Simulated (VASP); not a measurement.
ZnS: single point with LDA

The system is ZnS.

```
Zn S
1.0
     3.75692    0.00000    0.00000
    -1.87846    3.25359    0.00000
     0.00000    0.00000    6.17371
Zn S
2 2
Direct
  0.33333 0.66667 0.00558
  0.66667 0.33333 0.50558
  0.33333 0.66667 0.37942
  0.66667 0.33333 0.87942
```

```yaml
Program: VASP 6.6.1
Task: single point
Functional: LDA
Potentials_or_basis: VASP PAW LDA potentials, release 64 (Zn, S)
Cutoff: 520 eV
k_mesh: 6 × 6 × 4
Occupations: gaussian, width 0.01 eV
Spin: no spin polarisation
Dipole_correction: no
Further_INCAR_settings: ALGO = Normal; EDIFF = 1e-06; NBANDS = 26
```

```json
{
 "Pressure": "-1.0 GPa",
 "Band gap on the k mesh": "2.15 eV"
}
```

Stress tensor (GPa, compression positive):
```
-0.99  0.00  0.00
 0.00 -0.99  0.00
 0.00  0.00 -1.07
```

Levels at points of the mesh, in eV from the valence-band top:
| k point | band 15 | band 16 | band 17 | band 18 | band 19 | band 20 | band 21 | band 22 |
| --- | --- | --- | --- | --- | --- | --- | --- | --- |
| (0.00, 0.00, 0.00) | -0.97 | -0.10 | 0.00 | 0.00 | 2.15 | 2.99 | 6.14 | 6.14 |
| (0.50, 0.00, 0.00) | -3.54 | -2.41 | -1.87 | -0.96 | 3.44 | 4.18 | 4.89 | 6.75 |
| (0.00, 0.00, 0.50) | -0.51 | -0.51 | -0.51 | -0.51 | 3.48 | 3.48 | 6.62 | 6.62 |
| (0.50, 0.00, 0.50) | -1.77 | -1.77 | -1.74 | -1.74 | 3.34 | 3.34 | 5.04 | 5.04 |

Wall time 15 s on 1 thread of Intel(R) Xeon(R) 6975P-C (Granite Rapids), with other jobs on the host, peak memory 0.17 GiB.

A hybrid or GW would open this gap; LDA tends to underestimate it.
